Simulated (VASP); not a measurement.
Input of a VASP 6.6.1 run:

POSCAR

```
KPtBr3
1.0
    3.6581560000      6.3361090000      0.0000000000
   -3.6581560000      6.3361090000      0.0000000000
    0.0000000000      0.0000000000      6.2492650000
Pt K Br
2 2 6
Direct
    0.0000000000      0.0000000000      0.0000000000
    0.0000000000      0.0000000000      0.5000000000
    0.3333000000      0.3334000000      0.7500000000
    0.6666000000      0.6667000000      0.2500000000
    0.1570000000      0.6860000000      0.2500000000
    0.3140000000      0.8430000000      0.7500000000
    0.1570000000      0.1570000000      0.2500000000
    0.8430000000      0.3140000000      0.7500000000
    0.6860000000      0.1570000000      0.2500000000
    0.8430000000      0.8430000000      0.7500000000
```

File INCAR.step1:

```
PREC     = Accurate       # precision mode
ENCUT    = 550            # plane-wave cutoff, eV
ISMEAR   = -1             # smearing method
SIGMA    = 0.1            # smearing width, eV
LREAL    = False          # projectors in reciprocal space
LASPH    = True           # aspherical terms in the spheres
NELM     = 120            # most SCF steps
NBANDS   = 51             # bands
GGA      = PE             # functional
ALGO     = Normal         # electronic algorithm
EDIFF    = 1E-5           # SCF threshold, eV
LWAVE    = True           # write WAVECAR
LCHARG   = False          # write CHGCAR
GGA_COMPAT= False
```

INCAR.step2

```
PREC     = Accurate       # precision mode
ENCUT    = 550            # plane-wave cutoff, eV
EDIFF    = 1E-6           # SCF threshold, eV
ISMEAR   = -1             # smearing method
SIGMA    = 0.1            # smearing width, eV
LREAL    = False          # projectors in reciprocal space
LASPH    = True           # aspherical terms in the spheres
NELM     = 120            # most SCF steps
ALGO     = Normal         # electronic algorithm
ISIF     = 2              # what is computed and relaxed
LWAVE    = False          # write WAVECAR
LCHARG   = False          # write CHGCAR
METAGGA  = R2SCAN         # meta-GGA
LMIXTAU  = True         
NBANDS   = 51             # bands
ISTART   = 1            
GGA_COMPAT= False
```

KPOINTS

```
regular mesh
0
Gamma
  3 3 3
```

Potentials or basis: VASP PAW PBE potentials, release 64 (Pt, K_sv, Br).

Run with:

```bash
$ cat potpaw_PBE.64/Pt/POTCAR potpaw_PBE.64/K_sv/POTCAR potpaw_PBE.64/Br/POTCAR > POTCAR
$ cp INCAR.step1 INCAR
$ mpirun -np 1 vasp_std > vasp.out
$ cp INCAR.step2 INCAR
$ mpirun -np 1 vasp_std > vasp.out
```

**Question.** What does it give for the band gap on the k mesh?

**Answer.** 0.06 eV.

**Question.** Predict the largest force.

**Answer.** 1.817 eV/Å.

Stress tensor (GPa, compression positive):
```
4.82 0.00 0.00
0.00 4.82 0.00
0.00 0.00 6.03
```

Caveat: the cell stands under pressure; the PAW data sets were made with another functional, which shifts forces and pressure a little; spin-orbit coupling is left out, which moves the levels of the heavy elements; an odd mesh through Γ misses points on the zone boundary, where band edges can lie.
